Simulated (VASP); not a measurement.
Write the native input for VASP 6.6.1 that does the following.

| Item | Value |
| --- | --- |
| Task | single point |
| Functional | r2SCAN |
| Potentials or basis | VASP PAW PBE potentials, release 64 (Eu, H, Ge_d, As) |
| Cutoff | 520 eV |
| k mesh | 4 × 4 × 3, shifted |
| Occupations | fermi-dirac, width 0.1 eV |
| Spin | collinear spin, ferromagnetic start |
| Starting moments | [7.0, 7.0, 0.0, 0.0, 0.0, 0.0, 0.0, 0.0] μB |
| Hubbard terms | Eu f U = 4.55 eV |
| Dipole correction | no |
| Further INCAR settings | ALGO = Normal; EDIFF = 1e-07; NBANDS = 51 |

Crystal: EuGeAsH.

```
CELL_PARAMETERS angstrom
4.25056 0.00000 0.00000
0.00000 4.25056 0.00000
0.00000 0.00000 8.13814
ATOMIC_POSITIONS crystal
Eu 0.25000 0.25000 0.67090
Eu 0.75000 0.75000 0.32910
H 0.25000 0.75000 0.50000
H 0.75000 0.25000 0.50000
Ge 0.25000 0.25000 0.16430
Ge 0.75000 0.75000 0.83570
As 0.75000 0.25000 0.00000
As 0.25000 0.75000 0.00000
```

One way to write it, as run:

POSCAR

```
EuGeAsH
1.0
    4.2505622600      0.0000000000      0.0000000000
    0.0000000000      4.2505622600      0.0000000000
    0.0000000000      0.0000000000      8.1381425200
Eu H Ge As
2 2 2 2
Direct
    0.2500000000      0.2500000000      0.6709000000
    0.7500000000      0.7500000000      0.3291000000
    0.2500000000      0.7500000000      0.5000000000
    0.7500000000      0.2500000000      0.5000000000
    0.2500000000      0.2500000000      0.1643000000
    0.7500000000      0.7500000000      0.8357000000
    0.7500000000      0.2500000000      0.0000000000
    0.2500000000      0.7500000000      0.0000000000
```

INCAR.step1

```
SYSTEM = EuGeAsH
PREC     = Accurate       ! precision mode
ENCUT    = 520            ! plane-wave cutoff, eV
ISMEAR   = -1             ! smearing method
SIGMA    = 0.1            ! smearing width, eV
LREAL    = .False.        ! projectors in reciprocal space
LASPH    = .True.         ! aspherical terms in the spheres
NELM     = 150            ! most SCF steps
ISPIN    = 2              ! spin polarisation
MAGMOM   = 7 7 0 0 0 0 0 0 ! initial moments
LMAXMIX  = 6              ! l up to which the mixer works
LDAU     = .True.         ! DFT+U
LDAUTYPE = 2            
LDAUL    = 3 -1 -1 -1     ! shell
LDAUU    = 4.55 0 0 0     ! U, eV
LDAUJ    = 0 0 0 0      
NBANDS   = 51             ! bands
GGA      = PE             ! functional
ALGO     = Normal         ! electronic algorithm
EDIFF    = 1E-4           ! SCF threshold, eV
LWAVE    = .True.         ! write WAVECAR
LCHARG   = .False.        ! write CHGCAR
```

INCAR.step2

```
SYSTEM = EuGeAsH
PREC     = Accurate       ! precision mode
ENCUT    = 520            ! plane-wave cutoff, eV
EDIFF    = 1E-7           ! SCF threshold, eV
ISMEAR   = -1             ! smearing method
SIGMA    = 0.1            ! smearing width, eV
LREAL    = .False.        ! projectors in reciprocal space
LASPH    = .True.         ! aspherical terms in the spheres
NELM     = 150            ! most SCF steps
ALGO     = Normal         ! electronic algorithm
ISIF     = 2              ! what is computed and relaxed
LWAVE    = .False.        ! write WAVECAR
LCHARG   = .True.         ! write CHGCAR
ISPIN    = 2              ! spin polarisation
MAGMOM   = 7 7 0 0 0 0 0 0 ! initial moments
LORBIT   = 11             ! projections on sites
LMAXMIX  = 6              ! l up to which the mixer works
LDAU     = .True.         ! DFT+U
LDAUTYPE = 2            
LDAUL    = 3 -1 -1 -1     ! shell
LDAUU    = 4.55 0 0 0     ! U, eV
LDAUJ    = 0 0 0 0      
LDAUPRINT= 1            
METAGGA  = R2SCAN         ! meta-GGA
LMIXTAU  = .True.       
LELF     = .True.         ! ELF
LVHAR    = .True.       
NBANDS   = 51             ! bands
ISTART   = 1
```

KPOINTS

```
Automatic mesh
0
Gamma
  4 4 3
  0 0 0.5
```

Potentials or basis: VASP PAW PBE potentials, release 64 (Eu, H, Ge_d, As).

Command:

```sh
$ cat potpaw_PBE.64/Eu/POTCAR potpaw_PBE.64/H/POTCAR potpaw_PBE.64/Ge_d/POTCAR potpaw_PBE.64/As/POTCAR > POTCAR
$ cp INCAR.step1 INCAR
$ mpirun -np 1 vasp_std > vasp.out
$ cp INCAR.step2 INCAR
$ mpirun -np 1 vasp_std > vasp.out
```

It gave:

- Pressure: 9.0 GPa
- Largest force: 0.677 eV/Å
- Net moment: 14.09 μB per cell
- Site moments: Eu +6.64; H -0.02; Ge +0.00; As -0.02 μB
- Valence electrons inside the program's atomic spheres: Eu 14.90; H 0.53; Ge 12.44; As 2.89

Caveat: the k points lie up to 0.37 Å⁻¹ apart; the PAW data sets were made with another functional, which shifts forces and pressure a little.

Run time: 27 min on 1 thread of Intel Xeon 8259CL, on a shared host, peak memory 0.43 GiB.
